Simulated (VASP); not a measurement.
Here is a VASP 6.6.1 calculation.

INCAR

```
SYSTEM = Zr3SnO8
  PREC = Accurate
  ENCUT = 600
  EDIFF = 1E-6
  ISMEAR = -1
  SIGMA = 0.02
  LREAL = .FALSE.
  LASPH = .TRUE.
  NELM = 80
  ALGO = Normal
  ISIF = 3
  LWAVE = .FALSE.
  LCHARG = .FALSE.
  GGA = PE
  IBRION = 2
  NSW = 80
  EDIFFG = -0.005
```

Contents of KPOINTS:

```
regular mesh
0
G
  4 4 4
  0 0 0
```

POSCAR

```
Zr3SnO8
1.0
    3.6173333800     -3.6173333800      0.0000000000
    3.6173333800      3.6173333800      0.0000000000
    0.0000000000      0.0000000000      6.8873767800
Zr Sn O
3 1 8
Direct
    0.5000000000      0.5000000000      0.2500000000
    0.5000000000      0.5000000000      0.7500000000
    0.0000000000      0.0000000000      0.5000000000
    0.0000000000      0.0000000000      0.0000000000
    0.1940277000      0.1940277000      0.2500000000
    0.8059723000      0.8059723000      0.2500000000
    0.6940277000      0.3059723000      0.0000000000
    0.3059723000      0.6940277000      0.0000000000
    0.1940277000      0.1940277000      0.7500000000
    0.8059723000      0.8059723000      0.7500000000
    0.6940277000      0.3059723000      0.5000000000
    0.3059723000      0.6940277000      0.5000000000
```

Potentials or basis: VASP PAW PBE potentials, release 64 (Zr_sv, Sn_d, O).

Command:

```console
$ cat potpaw_PBE.64/Zr_sv/POTCAR potpaw_PBE.64/Sn_d/POTCAR potpaw_PBE.64/O/POTCAR > POTCAR
$ mpirun -np 1 vasp_std > vasp.out
```

(1) Predict the relaxed cell.

(2) What does it give for the relaxed volume?

(3) Estimate the space group after relaxing (to 0.1 Å).

(4) Predict the band gap on the k mesh.

Results:

(1) a = 4.887 Å, b = 4.887 Å, c = 6.522 Å, α = 90.00°, β = 90.00°, γ = 89.64°.

(2) 12.98 Å³/atom.

(3) Cmmm (No. 65).

(4) 2.59 eV.

Caveat: spin-orbit coupling is left out, which moves the levels of the heavy elements.
